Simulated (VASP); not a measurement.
# Y (P6_3/mmc) in VASP: notebook, part 2 of 3

VASP 6.6.1. The steps go on from the part before.

### Step 3. Electric field gradients, r2SCAN

Contents of POSCAR:

```
Y
1.0
    3.6514992371      0.0000000000      0.0000000000
   -1.8257496185      3.1622911012      0.0000000000
    0.0000000000      0.0000000000      5.7474000000
Y
2
Direct
    0.3333333333      0.6666666667      0.2500000000
    0.6666666667      0.3333333333      0.7500000000
```

Contents of INCAR.step1:

```
SYSTEM = Y
ALGO     = Normal         ! electronic algorithm
EDIFF    = 1E-4           ! SCF threshold, eV
ENCUT    = 520            ! plane-wave cutoff, eV
GGA      = PE             ! functional
ISMEAR   = -1             ! smearing method
LASPH    = .TRUE.         ! aspherical terms in the spheres
LCHARG   = .FALSE.        ! write CHGCAR
LREAL    = .FALSE.        ! projectors in reciprocal space
LWAVE    = .TRUE.         ! write WAVECAR
NBANDS   = 18             ! bands
NELM     = 80             ! most SCF steps
PREC     = Accurate       ! precision mode
SIGMA    = 0.08           ! smearing width, eV
```

Contents of INCAR.step2:

```
SYSTEM = Y
ALGO     = Normal         ! electronic algorithm
EDIFF    = 1E-8           ! SCF threshold, eV
ENCUT    = 520            ! plane-wave cutoff, eV
ISIF     = 2              ! what is computed and relaxed
ISMEAR   = -1             ! smearing method
ISTART   = 1            
LASPH    = .TRUE.         ! aspherical terms in the spheres
LCHARG   = .FALSE.        ! write CHGCAR
LEFG     = .TRUE.       
LMIXTAU  = .TRUE.       
LREAL    = .FALSE.        ! projectors in reciprocal space
LWAVE    = .FALSE.        ! write WAVECAR
METAGGA  = R2SCAN         ! meta-GGA
NBANDS   = 18             ! bands
NELM     = 80             ! most SCF steps
PREC     = Accurate       ! precision mode
SIGMA    = 0.08           ! smearing width, eV
```

Contents of KPOINTS:

```
k-points
0
G
  12 12 7
  0 0 0
```

Potentials or basis: VASP PAW PBE potentials, release 64 (Y_sv).

Started as:

```sh
$ cat potpaw_PBE.64/Y_sv/POTCAR > POTCAR
$ cp INCAR.step1 INCAR
$ mpirun -np 1 vasp_std > vasp.out
$ cp INCAR.step2 INCAR
$ mpirun -np 1 vasp_std > vasp.out
```

OUTCAR:

```text
SYSTEM = Y
   EDIFF = 1E-8
   ENCUT = 520
   ISIF = 2
   ISMEAR = -1
   ISTART = 1
   LASPH = .TRUE.
   LREAL = .FALSE.
   METAGGA = R2SCAN
   NELM = 80
   PREC = Accurate

 ion  position               nearest neighbor table
   1  0.333  0.667  0.250-   2 3.56   2 3.56   2 3.56   2 3.56   2 3.56   2 3.56
   2  0.667  0.333  0.750-   1 3.56   1 3.56   1 3.56   1 3.56   1 3.56   1 3.56

  LATTYP: Found a hexagonal cell.
 ALAT       =     3.6514992371
 C/A-ratio  =     1.5739836234

  Lattice vectors:

 A1 = (   3.6514992371,   0.0000000000,   0.0000000000)
 A2 = (  -1.8257496185,   3.1622911012,   0.0000000000)
 A3 = (   0.0000000000,   0.0000000000,   5.7474000000)

Analysis of symmetry for initial positions (statically):
=====================================================================
 Subroutine PRICEL returns:
 Original cell was already a primitive cell.

 Routine SETGRP: Setting up the symmetry group for a
 hexagonal supercell.

 Subroutine GETGRP returns: Found 24 space group operations
 (whereof 12 operations were pure point group operations)
 out of a pool of 24 trial point group operations.

The static configuration has the point symmetry D_3d.
 The point group associated with its full space group is D_6h.

Analysis of symmetry for dynamics (positions and initial velocities):
=====================================================================
 Subroutine PRICEL returns:
 Original cell was already a primitive cell.

 Routine SETGRP: Setting up the symmetry group for a
 hexagonal supercell.

[... 161 lines left out ...]
  band No.  band energies     occupation
      1     -41.2171      2.00000
      2     -41.1418      2.00000
      3     -20.8463      2.00000
      4     -20.3533      2.00000
      5     -20.3533      2.00000
      6     -20.2665      2.00000
[... 481 lines left out ...]
      5     -20.5591      2.00000
      6     -20.4373      2.00000
[... 10 lines left out ...]
     17       7.1564      0.00000
     18       7.4086      0.00000

 [... further k-points ...]

------------------------ aborting loop because EDIFF is reached ----------------------------------------

  FORCE on cell =-STRESS in cart. coord.  units (eV):
  Direction    XX          YY          ZZ          XY          YZ          ZX
  --------------------------------------------------------------------------------------
  -------------------------------------------------------------------------------------
  Total        0.3315040      0.3315040     -0.0240289      0.0000000      0.0000000      0.0000000
  in kB        8.0030391      8.0030391     -0.5800974      0.0000000      0.0000000      0.0000000
  external PRESSURE =       5.1419936 kB  Pullay stress =       0.0000000 kB

 VOLUME and BASIS-vectors are now :
 -----------------------------------------------------------------------------
  energy-cutoff  :      520.00
  volume of cell :       66.37
      direct lattice vectors                 reciprocal lattice vectors
     3.651499237  0.000000000  0.000000000     0.273860115  0.158113211  0.000000000
    -1.825749618  3.162291101  0.000000000     0.000000000  0.316226422  0.000000000
     0.000000000  0.000000000  5.747400000     0.000000000  0.000000000  0.173991718

 POSITION                                       TOTAL-FORCE (eV/Angst)
 -----------------------------------------------------------------------------------
     -0.00000      2.10819      1.43685        -0.000000      0.000000      0.000000
      1.82575      1.05410      4.31055         0.000000     -0.000000      0.000000
 -----------------------------------------------------------------------------------
    total drift:                                0.000000     -0.000000      0.000000

  FREE ENERGIE OF THE ION-ELECTRON SYSTEM (eV)
  ---------------------------------------------------
  free  energy   TOTEN  =       -40.5786321447 eV

  energy  without entropy=      -40.5013970360  energy(sigma->0) =      -40.54001459

 Electric field gradients (V/A^2)
---------------------------------------------------------------------
 ion       V_xx      V_yy      V_zz      V_xy      V_xz      V_yz
---------------------------------------------------------------------
   1     -15.252   -15.252    30.505     0.000    -0.000     0.000
   2     -15.252   -15.252    30.505     0.000     0.000    -0.000
---------------------------------------------------------------------

 Electric field gradients after diagonalization (V/A^2)
 (convention: |V_zz| > |V_xx| > |V_yy|)
----------------------------------------------------------------------
 ion       V_xx      V_yy      V_zz     asymmetry (V_yy - V_xx)/ V_zz
----------------------------------------------------------------------
   1     -15.252   -15.252    30.505       0.000
   2     -15.252   -15.252    30.505       0.000
----------------------------------------------------------------------

           NMR quadrupolar parameters

 Cq : quadrupolar parameter    Cq=e*Q*V_zz/h
 eta: asymmetry parameters     (V_yy - V_xx)/ V_zz
 Q  : nuclear electric quadrupole moment in mb (millibarn)
----------------------------------------------------------------------
 ion       Cq(MHz)       eta       Q (mb)
----------------------------------------------------------------------
   1       0.074       0.000       1.000
   2       0.074       0.000       1.000
----------------------------------------------------------------------
```

OSZICAR.step1:

```text
N       E                     dE             d eps       ncg     rms          rms(c)
DAV:   1     0.879381685292E+02    0.87938E+02   -0.11266E+04  2744   0.116E+03
DAV:   2    -0.584852060423E+01   -0.93787E+02   -0.92286E+02  3412   0.258E+02
DAV:   3    -0.130668618585E+02   -0.72183E+01   -0.71626E+01  4760   0.431E+01
DAV:   4    -0.133038766322E+02   -0.23701E+00   -0.23657E+00  3450   0.745E+00
DAV:   5    -0.133096445073E+02   -0.57679E-02   -0.57662E-02  4024   0.898E-01    0.328E+01
DAV:   6    -0.129738750978E+02    0.33577E+00   -0.43232E-01  3014   0.398E+00    0.203E+01
DAV:   7    -0.129164060847E+02    0.57469E-01   -0.84838E-01  3564   0.515E+00    0.181E+00
DAV:   8    -0.129059294468E+02    0.10477E-01   -0.16608E-01  3398   0.228E+00    0.131E+00
DAV:   9    -0.129048595163E+02    0.10699E-02   -0.39109E-03  3804   0.383E-01    0.415E-01
DAV:  10    -0.129050378153E+02   -0.17830E-03   -0.19766E-03  2976   0.391E-01    0.380E-01
DAV:  11    -0.129049571113E+02    0.80704E-04   -0.14047E-04  2478   0.105E-01
   1 F= -.12904957E+02 E0= -.12863423E+02  d E =-.830680E-01
```

It took 12 min on 1 thread of Oxide Virtual Turin-like, shared host; peak memory 0.22 GiB.

Results:

- Free energy: -40.5786 eV
- Pressure: 0.5 GPa
- Band gap on the k mesh: zero (band 11 reaches 3.83 eV, above the bottom of band 12 at 2.45 eV)

Levels at points of the mesh, in eV from the Fermi level:
```tsv
k point	band 9	band 10	band 11	band 12	band 13	band 14
(0.00, 0.00, 0.00)	-4.90	-1.87	0.69	1.99	1.99	2.30
(0.50, 0.00, 0.00)	-1.70	-1.19	-0.82	-0.22	1.48	1.73
```

Electric field gradients, principal values (V/Å²):
```tsv
atom	least	middle	greatest (by size)
1 Y	-15.252	-15.252	30.505
2 Y	-15.252	-15.252	30.505
```

Caveat: without QUAD_EFG the Cq values of the log hold for a quadrupole moment of 1 mb, not for the nuclei; the PAW data sets were made with another functional, which shifts forces and pressure a little.

(Continued in part 3 of 3.)
